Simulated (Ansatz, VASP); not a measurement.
# GeN: VASP beside Ansatz

```
Ge N
1.0
     2.03513   -2.03471    0.00000
     2.03513    2.03471    0.00000
     0.00000    0.00000    3.36073
Ge N
1 1
Direct
  0.00000 0.00000 0.77231
  0.50000 0.50000 0.77177
```

Alike in both runs: functional PBE; k mesh 7 × 7 × 4; occupations gaussian, width 0.2 eV; no spin polarisation.

Ansatz relaxed the structure, and its values are those at the end. VASP's run is a single point on that final structure, the one shown.

```csv
,VASP,Ansatz
version,VASP 6.6.1,Ansatz 0.2.0
potentials or method,"VASP PAW PBE potentials, release 64 (Ge_d, N), cutoff 600 eV","scalar-relativistic, plane waves, PAW"
valence electrons in the cell,19,19
```

VASP gave:

```
gap on the k mesh at the Fermi level (eV) : none
pressure (GPa)                            : -0.1
```

Estimate Ansatz's values.

gap on the k mesh at the Fermi level (eV): none; pressure (GPa): 0.0.

A gap of «none» marks a metal or a gap that the smearing closes. The functional is the same, so the differences come from potentials, cutoffs and numerics.

The k mesh is coarse, so the values compare programs but aren't converged.
